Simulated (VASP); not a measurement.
# NaCl (P1) in VASP: a series of runs

The runs below take NaCl through single point, with PBEsol.

All numbers are computed with VASP 6.6.1; they aren't measurements. Logs are shortened: lines on timing, memory, paths and dates and some standing lists are left out, and cuts for length are marked.

### 1 The cell of the first run

The typed cell holds 16 atoms: a = 8.115 Å, b = 8.115 Å, c = 8.115 Å, α = 60.00°, β = 60.00°, γ = 60.00°.

### 2 Single point, PBEsol

Contents of INCAR:

```
SYSTEM = NaCl
ALGO = Normal
EDIFF = 1E-6
ENCUT = 400
GGA = PS
GGA_COMPAT = .False.
ISIF = 2
ISMEAR = -1
ISYM = -1
LASPH = .True.
LCHARG = .False.
LREAL = Auto
LWAVE = .False.
NBANDS = 70
NELM = 120
PREC = Accurate
SIGMA = 0.1034
```

Contents of KPOINTS:

```
explicit points
4
Reciprocal
  0.25000000   0.25000000   0.25000000 2
  0.25000000   0.25000000   0.75000000 2
  0.25000000   0.75000000   0.25000000 2
  0.25000000   0.75000000   0.75000000 2
```

Contents of POSCAR:

```
NaCl
1.0
    0.0000000000      5.7380282835     -5.7380282835
   -5.7380282835      0.0000000000     -5.7380282835
   -5.7380282835      5.7380282835      0.0000000000
Na Cl
8 8
Direct
    0.4637823950      0.5070578875      0.0095021316
    0.0590974780      0.4859873222     -0.0210757065
    0.5770532727     -0.0193709397     -0.0178660674
    0.0103194856     -0.0005745005      0.0133534546
    0.5142192325      0.4884145497      0.5407487288
    0.0153578887      0.5292220341      0.4506450426
    0.4944173085      0.0084880202      0.5019873304
   -0.0445387313      0.0015446944      0.5255973570
    0.6823594807      0.7710375030      0.2608045702
    0.2437178646      0.7718123336      0.2809787475
    0.7600471424      0.2123555235      0.2347982501
    0.2491048195      0.2325214227      0.2511265942
    0.7932960200      0.7000706169      0.7334779112
    0.2372633826      0.7710852546      0.7696098349
    0.7511544536      0.2980911588      0.7310349989
    0.2248799476      0.2425271245      0.7362935997
```

Potentials or basis: VASP PAW PBE potentials, release 64 (Na_pv, Cl).

On the command line:

```
$ cat potpaw_PBE.64/Na_pv/POTCAR potpaw_PBE.64/Cl/POTCAR > POTCAR
$ mpirun -np 1 vasp_std > vasp.out
```

OUTCAR:

```text
SYSTEM = NaCl
   EDIFF = 1E-6
   ENCUT = 400
   GGA = PS
   ISIF = 2
   ISMEAR = -1
   ISYM = -1
   LASPH = .True.
   LREAL = Auto
   NELM = 120
   PREC = Accurate

 ion  position               nearest neighbor table
   1  0.464  0.507  0.010-  14 2.69
   2  0.059  0.486  0.979-  12 2.68  14 2.70
   3  0.577  0.981  0.982-   9 2.32
   4  0.010  0.999  0.013-  11 2.51  16 2.66  14 2.71
   5  0.514  0.488  0.541-  15 2.47   9 2.66
   6  0.015  0.529  0.451-  13 2.64
   7  0.494  0.008  0.502-  16 2.70  11 2.72
   8  0.955  0.002  0.526-  13 2.73
   9  0.682  0.771  0.261-   3 2.32   5 2.66
  10  0.244  0.772  0.281-
  11  0.760  0.212  0.235-   4 2.51   7 2.72
  12  0.249  0.233  0.251-   2 2.68
  13  0.793  0.700  0.733-   6 2.64   8 2.73
  14  0.237  0.771  0.770-   1 2.69   2 2.70   4 2.71
  15  0.751  0.298  0.731-   5 2.47
  16  0.225  0.243  0.736-   4 2.66   7 2.70

IMPORTANT INFORMATION: All symmetrisations will be switched off!
NOSYMM: (Re-)initialisation of all symmetry stuff for point group C_1.

----------------------------------------------------------------------------------------

                                     Primitive cell

  volume of cell :     377.8488

  direct lattice vectors                    reciprocal lattice vectors
     0.000000000  5.738028284 -5.738028284     0.087137946  0.087137946 -0.087137946
    -5.738028284  0.000000000 -5.738028284    -0.087137946 -0.087137946 -0.087137946
    -5.738028284  5.738028284  0.000000000    -0.087137946  0.087137946  0.087137946

  length of vectors
     8.114797420  8.114797420  8.114797420     0.150927350  0.150927350  0.150927350

  position of ions in fractional coordinates (direct lattice)
     0.463782395  0.507057887  0.009502132
     0.059097478  0.485987322  0.978924294
     0.577053273  0.980629060  0.982133933
     0.010319486  0.999425499  0.013353455
     0.514219232  0.488414550  0.540748729
     0.015357889  0.529222034  0.450645043
[... 8 lines left out ...]
     0.751154454  0.298091159  0.731034999
     0.224879948  0.242527125  0.736293600

  ion indices of the primitive-cell ions
   primitive index   ion index
                 1           1
                 2           2
                 3           3
                 4           4
                 5           5
                 6           6
[... 8 lines left out ...]
                15          15
                16          16

----------------------------------------------------------------------------------------

 KPOINTS: explicit points

Read explicit list of k-points.

 Found      4 k-points:

 Following reciprocal coordinates:
            Coordinates               Weight
  0.250000  0.250000  0.250000      0.250000
  0.250000  0.250000  0.750000      0.250000
  0.250000  0.750000  0.250000      0.250000
  0.250000  0.750000  0.750000      0.250000
   k-points           NKPTS =      4   k-points in BZ     NKDIM =      4   number of bands    NBANDS=     70
   number of dos      NEDOS =    301   number of ions     NIONS =     16
   total plane-waves  NPLWV = 157464
   dimension x,y,z NGX =    54 NGY =   54 NGZ =   54
   dimension x,y,z NGXF=   108 NGYF=  108 NGZF=  108
   ions per type =               8   8
   NGX,Y,Z   is equivalent  to a cutoff of  11.06, 11.06, 11.06 a.u.
   NGXF,Y,Z  is equivalent  to a cutoff of  22.13, 22.13, 22.13 a.u.
 SYSTEM =  NaCl
   PREC   = accura    normal or accurate (medium, high low for compatibility)
   ISTART =      0    job   : 0-new  1-cont  2-samecut
   ICHARG =      2    charge: 1-file 2-atom 10-const
   ISPIN  =      1    spin polarized calculation?
   LNONCOLLINEAR =      F non collinear calculations
   LSORBIT =      F    spin-orbit coupling
   LASPH  =      T    aspherical Exc in radial PAW
   ENCUT  =  400.0 eV  29.40 Ry    5.42 a.u.  13.23 13.23 13.23*2*pi/ulx,y,z
   NELM   =    120;   NELMIN=  2; NELMDL= -5     # of ELM steps
   EDIFF  = 0.1E-05   stopping-criterion for ELM
   LREAL  =      T    real-space projection
   EDIFFG = 0.1E-04   stopping-criterion for IOM
   NSW    =      0    number of steps for IOM
   IBRION =     -1    ionic relax: 0-MD 1-quasi-New 2-CG
   NFREE  =      0    steps in history (QN), initial steepest desc. (CG)
   ISIF   =      2    stress and relaxation
   ISYM   =     -1    0-nonsym 1-usesym 2-fastsym
   POTIM  = 0.5000    time-step for ionic-motion
   TEBEG  =    0.0;   TEEND  =   0.0 temperature during run
   PSTRESS=    0.0 pullay stress
   NELECT =     112.0000    total number of electrons
   NUPDOWN=      -1.0000    fix difference up-down
   EMIN   =  10.00;   EMAX   =-10.00  energy-range for DOS
   EFERMI =   0.00;   METHOD = LEGACY
   ISMEAR =    -1;   SIGMA  =   0.10  broadening in eV -4-tet -1-fermi 0-gaus
   EFERMI_NEDOS =   21; number of points for ismear=-14 and -15
   IALGO  =     38    algorithm
   IMIX   =      4    mixing-type and parameters
     AMIX     =   0.40;   BMIX     =  1.00
     AMIX_MAG =   1.60;   BMIX_MAG =  1.00
  volume/ion in A,a.u.               =      23.62       159.37
  Fermi-wavevector in a.u.,A,eV,Ry     =   1.091545  2.062720 16.210928  1.191470
  Thomas-Fermi vector in A             =   2.227792
   LORBIT       =      0    0 simple, 1 ext, 2 COOP (PROOUT), +10 PAW based schemes
   GGA     = PS    functional components
   LHFCALC =     F    Hartree Fock is set to
   AEXX    =    0.0000 exact exchange contribution
   IVDW    =     0    specifies the selected vdW correction
   LEPSILON=     F    determine dielectric tensor
   LRPA    =     F    only Hartree local field effects (RPA)
 non-spin polarized calculation
  energy-cutoff  :      400.00
  volume of cell :      377.85
 maximum number of plane-waves:      6866
 NGX is ok and might be reduce to    54
   NGX = 27   NGY = 27   NGZ = 27

 number of electron     112.0000001 magnetization

 Free energy of the ion-electron system (eV)
  ---------------------------------------------------
  ext. energy  EPLUGINS =         0.00000000
  ---------------------------------------------------
  free energy    TOTEN  =       -54.23487319 eV

  energy without entropy =      -54.23487319  energy(sigma->0) =      -54.23487319

 E-fermi :   1.6930     XC(G=0):  -8.0780

 val. band max:       -0.8072338583   @ k =   0.2500   0.2500   0.2500
 cond. band min:       3.9829262906   @ k =   0.2500   0.2500   0.2500
 fundamental gap:      4.7901601489
 Fermi energy:         1.6929611560

 k-point     1 :       0.2500    0.2500    0.2500
  band No.  band energies     occupation
      1     -22.1337      2.00000
      2     -22.1005      2.00000
      3     -22.0969      2.00000
      4     -22.0835      2.00000
      5     -22.0765      2.00000
      6     -22.0657      2.00000
[... 60 lines left out ...]
     67       7.4073      0.00000
     68       8.0080      0.00000

 k-point     2 :       0.2500    0.2500    0.7500
  band No.  band energies     occupation
      1     -22.1334      2.00000
      2     -22.1005      2.00000
      3     -22.0966      2.00000
      4     -22.0834      2.00000
      5     -22.0765      2.00000
      6     -22.0656      2.00000
[... 60 lines left out ...]
     67       7.8442      0.00000
     68       7.8957      0.00000

 k-point     3 :       0.2500    0.7500    0.2500
  band No.  band energies     occupation
      1     -22.1332      2.00000
      2     -22.0988      2.00000
      3     -22.0983      2.00000
      4     -22.0834      2.00000
      5     -22.0765      2.00000
      6     -22.0662      2.00000
[... 60 lines left out ...]
     67       7.7830      0.00000
     68       7.9462      0.00000

 k-point     4 :       0.2500    0.7500    0.7500
  band No.  band energies     occupation
      1     -22.1335      2.00000
      2     -22.0987      2.00000
      3     -22.0981      2.00000
      4     -22.0835      2.00000
      5     -22.0766      2.00000
      6     -22.0662      2.00000
[... 60 lines left out ...]
     67       7.7182      0.00000
     68       7.8415      0.00000
 [bands above 68 left out]

------------------------ aborting loop because EDIFF is reached ----------------------------------------

  FORCE on cell =-STRESS in cart. coord.  units (eV):
  Direction    XX          YY          ZZ          XY          YZ          ZX
  --------------------------------------------------------------------------------------
  -------------------------------------------------------------------------------------
  Total       -1.1928824      1.1467252     -1.6738395     -0.2244627      0.8275580     -0.6469664
  in kB       -5.0581321      4.8624136     -7.0975153     -0.9517803      3.5090614     -2.7433058
  external PRESSURE =      -2.4310779 kB  Pullay stress =       0.0000000 kB

 VOLUME and BASIS-vectors are now :
 -----------------------------------------------------------------------------
  energy-cutoff  :      400.00
  volume of cell :      377.85
      direct lattice vectors                 reciprocal lattice vectors
     0.000000000  5.738028284 -5.738028284     0.087137946  0.087137946 -0.087137946
    -5.738028284  0.000000000 -5.738028284    -0.087137946 -0.087137946 -0.087137946
    -5.738028284  5.738028284  0.000000000    -0.087137946  0.087137946  0.087137946

 POSITION                                       TOTAL-FORCE (eV/Angst)
 -----------------------------------------------------------------------------------
     -2.96404      2.71572     -5.57071        -0.025214      0.495465     -0.291668
     -8.40570      5.95620     -3.12771         0.098828     -0.380743      0.488755
    -11.26239      8.94666     -8.93803         0.042245     -1.443039      0.061627
     -5.81135      0.13584     -5.79395         0.211107      0.023981     -0.053023
     -5.90537      6.05344     -5.75314         0.094260     -1.009057      0.164003
     -5.62251      2.67394     -3.12481         0.030793      0.175435      0.171914
[... 8 lines left out ...]
     -5.90516      8.50484     -6.02060         0.362541      0.511899      0.544179
     -5.61650      5.51524     -2.68199        -0.098360      0.401586     -0.619654
 -----------------------------------------------------------------------------------
    total drift:                               -0.001866      0.000422     -0.000217

  FREE ENERGIE OF THE ION-ELECTRON SYSTEM (eV)
  ---------------------------------------------------
  free  energy   TOTEN  =       -54.2348731874 eV

  energy  without entropy=      -54.2348731868  energy(sigma->0) =      -54.23487319
```

It took 3.8 min on 1 thread of Intel Xeon 8259CL, shared host; peak memory 0.39 GiB.

What came out:

| Quantity | Value |
| --- | --- |
| Free energy | -54.2349 eV |
| Pressure | -0.2 GPa |
| Largest force | 1.756 eV/Å |
| Band gap on the k mesh | 4.79 eV |

Forces on the atoms (eV/Å):
```
Na  -0.025  0.495 -0.292
Na   0.099 -0.381  0.489
Na   0.042 -1.443  0.062
Na   0.211  0.024 -0.053
Na   0.094 -1.009  0.164
Na   0.031  0.175  0.172
Na   0.096 -0.023  0.083
Na   0.245  0.044 -0.370
Cl   0.174  1.737 -0.192
Cl   0.544 -0.182  0.165
Cl  -0.850  0.000 -0.045
Cl  -0.196 -0.204 -0.278
Cl  -0.879 -0.123 -0.070
Cl   0.150 -0.025  0.241
Cl   0.363  0.512  0.544
Cl  -0.098  0.402 -0.620
```

Stress tensor (GPa, compression positive):
```
-0.51 -0.10 -0.27
-0.10  0.49  0.35
-0.27  0.35 -0.71
```

Caveat: the atoms stand as in a frame of molecular dynamics; the PAW data sets were made with another functional, which shifts forces and pressure a little; a shifted mesh leaves out Γ, where band edges can lie.

### 3 Single point, PBEsol

Contents of INCAR:

```
  PREC = Accurate
  ENCUT = 400
  EDIFF = 1E-6
  ISMEAR = -1
  SIGMA = 0.1034
  LREAL = Auto
  LASPH = True
  NELM = 120
  ALGO = Normal
  ISIF = 2
  LWAVE = False
  LCHARG = True
  GGA = PS
  LELF = True
  LVHAR = True
  NBANDS = 70
  GGA_COMPAT = False
  ISYM = -1
```

KPOINTS is that of step 2.

Contents of POSCAR:

```
NaCl
1.0
    0.0000000000      5.7380282835     -5.7380282835
   -5.7380282835      0.0000000000     -5.7380282835
   -5.7380282835      5.7380282835      0.0000000000
Na Cl
8 8
Direct
    0.4716924292      0.5040214787      0.0287343477
    0.0719877943      0.4636085548     -0.0400630650
    0.5791772602      0.0106682116     -0.0774981366
    0.0306592250     -0.0059918666      0.0166172935
    0.4769883250      0.5106413484      0.5360307318
    0.0271021669      0.5372772401      0.4239362164
    0.4881527873      0.0058175907      0.5011220506
   -0.0497750248      0.0081342401      0.5179405456
    0.6877328422      0.7468982877      0.2963599020
    0.2452191642      0.7739570599      0.2898932208
    0.7432086057      0.2069550621      0.2471254811
    0.2446253191      0.2398276781      0.2413323761
    0.8021763352      0.6912718627      0.7413585800
    0.2219915861      0.7754714303      0.7916259341
    0.7575295529      0.2972569872      0.7332734856
    0.2352690564      0.2461978976      0.7194595941
```

Potentials or basis: VASP PAW PBE potentials, release 64 (Na_pv, Cl).

On the command line:

```
$ cat potpaw_PBE.64/Na_pv/POTCAR potpaw_PBE.64/Cl/POTCAR > POTCAR
$ mpirun -np 1 vasp_std > vasp.out
```

Run time: 4.4 min. Hardware: 1 thread of Intel Xeon 8259CL, shared host; peak memory 0.39 GiB.

It converged, with:

```yaml
Free_energy: -54.3012 eV
Pressure: -0.6 GPa
Largest_force: 0.831 eV/Å
Band_gap_on_the_k_mesh: 4.76 eV
```

Forces in eV/Å, atoms in the order of the input:
```
Na   0.211  0.221 -0.265
Na  -0.320 -0.326  0.306
Na  -0.317  0.303  0.504
Na  -0.228 -0.183  0.068
Na   0.107 -0.101  0.009
Na  -0.196  0.078  0.480
Na   0.272 -0.064  0.243
Na   0.109  0.128 -0.423
Cl   0.425 -0.003 -0.713
Cl   0.589 -0.301  0.082
Cl  -0.511  0.068 -0.270
Cl  -0.087 -0.063 -0.242
Cl  -0.794 -0.205 -0.139
Cl   0.504  0.064  0.249
Cl   0.357 -0.111  0.642
Cl  -0.123  0.495 -0.530
```

Stress tensor (GPa, compression positive):
```
-0.22  0.16 -0.26
 0.16 -1.31  0.16
-0.26  0.16 -0.32
```

Levels at points of the mesh, in eV from the valence-band top:
| k point | band 52 | band 53 | band 54 | band 55 | band 56 | band 57 | band 58 | band 59 | band 60 | band 61 |
| --- | --- | --- | --- | --- | --- | --- | --- | --- | --- | --- |
| (0.25, 0.25, 0.25) | -0.33 | -0.29 | -0.21 | -0.10 | 0.00 | 4.76 | 6.28 | 6.75 | 6.86 | 6.94 |

Caveat: the atoms stand as in a frame of molecular dynamics; the PAW data sets were made with another functional, which shifts forces and pressure a little; a shifted mesh leaves out Γ, where band edges can lie. A k mesh can miss the band edges.

### 4 Single point, PBEsol

Contents of INCAR:

```
SYSTEM = NaCl
  PREC = Accurate
  ENCUT = 400
  EDIFF = 1E-6
  ISMEAR = -1
  SIGMA = 0.1034
  LREAL = Auto
  LASPH = .True.
  NELM = 120
  ALGO = Normal
  ISIF = 2
  LWAVE = .False.
  LCHARG = .False.
  GGA = PS
  NBANDS = 70
  GGA_COMPAT = .False.
  ISYM = -1
```

KPOINTS is that of step 3.

Contents of POSCAR:

```
NaCl
1.0
    0.0000000000      5.7380282835     -5.7380282835
   -5.7380282835      0.0000000000     -5.7380282835
   -5.7380282835      5.7380282835      0.0000000000
Na Cl
8 8
Direct
    0.5166581365      0.4933375822      0.0325156989
    0.0307319852      0.4594487635     -0.0388237891
    0.5474410102      0.0191396756     -0.0794346032
    0.0281507849      0.0028377344      0.0198282397
    0.4415767708      0.5356782588      0.5158718036
    0.0113609583      0.5212751406      0.4412575845
    0.4796248579     -0.0182961803      0.4955350269
   -0.0179283710      0.0240494632      0.4886357058
    0.7336589839      0.7295415417      0.2946215872
    0.2519531847      0.7640689943      0.2672983513
    0.7197227507      0.2278151022      0.2732990188
    0.2430984009      0.2614932213      0.2237560424
    0.7780250949      0.7250922781      0.7648913151
    0.2179087377      0.7526208110      0.8057164015
    0.7539162037      0.2615427157      0.7442843236
    0.2773221778      0.2535251533      0.7069469336
```

On the command line:

```
$ cat potpaw_PBE.64/Na_pv/POTCAR potpaw_PBE.64/Cl/POTCAR > POTCAR
$ mpirun -np 1 vasp_std > vasp.out
```

Wall time 4.5 min (1 thread of Intel Xeon 8259CL, shared host); peak memory 0.39 GiB.

Results (log left out):

| Quantity | Value |
| --- | --- |
| Free energy | -54.8653 eV |
| Pressure | -0.5 GPa |
| Largest force | 0.810 eV/Å |
| Band gap on the k mesh | 4.87 eV |

Forces in eV/Å, atoms in the order of the input:
```
Na   0.192 -0.515  0.028
Na  -0.527  0.212 -0.055
Na  -0.354  0.266  0.266
Na   0.072 -0.391  0.233
Na   0.050  0.691 -0.419
Na  -0.095  0.526  0.196
Na  -0.108 -0.002 -0.017
Na  -0.160  0.167 -0.013
Cl   0.143 -0.675 -0.052
Cl   0.153 -0.463 -0.059
Cl   0.123  0.332 -0.327
Cl   0.112  0.157  0.091
Cl   0.097 -0.348  0.022
Cl   0.339 -0.074 -0.193
Cl  -0.007  0.063 -0.136
Cl  -0.032  0.056  0.437
```

Stress tensor (GPa, compression positive):
```
-0.73  0.29  0.11
 0.29  0.05  0.11
 0.11  0.11 -0.96
```

Levels at points of the mesh, in eV from the valence-band top:
| k point | band 53 | band 54 | band 55 | band 56 | band 57 | band 58 | band 59 | band 60 |
| --- | --- | --- | --- | --- | --- | --- | --- | --- |
| (0.25, 0.25, 0.25) | -0.40 | -0.36 | -0.17 | 0.00 | 4.87 | 6.48 | 6.84 | 6.97 |

Caveat: the atoms stand as in a frame of molecular dynamics; the PAW data sets were made with another functional, which shifts forces and pressure a little; a shifted mesh leaves out Γ, where band edges can lie.

### 5 Summary

```tsv
cell	gap on the mesh (eV)	pressure (GPa)	largest force (eV/Å)
as given, atomic positions A	4.79	-0.2	1.76
as given, atomic positions B	4.76	-0.6	0.83
as given, atomic positions C	4.87	-0.5	0.81
```

Alike in all rows: task single point; level PBEsol; potentials or basis VASP PAW PBE potentials, release 64 (Na_pv, Cl); no spin polarisation; k mesh 2 × 2 × 2, shifted; cutoff (eV) 400; smearing fermi-dirac 0.1034 eV.

Caveats: the atoms stand as in a frame of molecular dynamics; the PAW data sets were made with another functional, which shifts forces and pressure a little; a shifted mesh leaves out Γ, where band edges can lie.

Absolute energies hang on the potentials; compare differences alone.
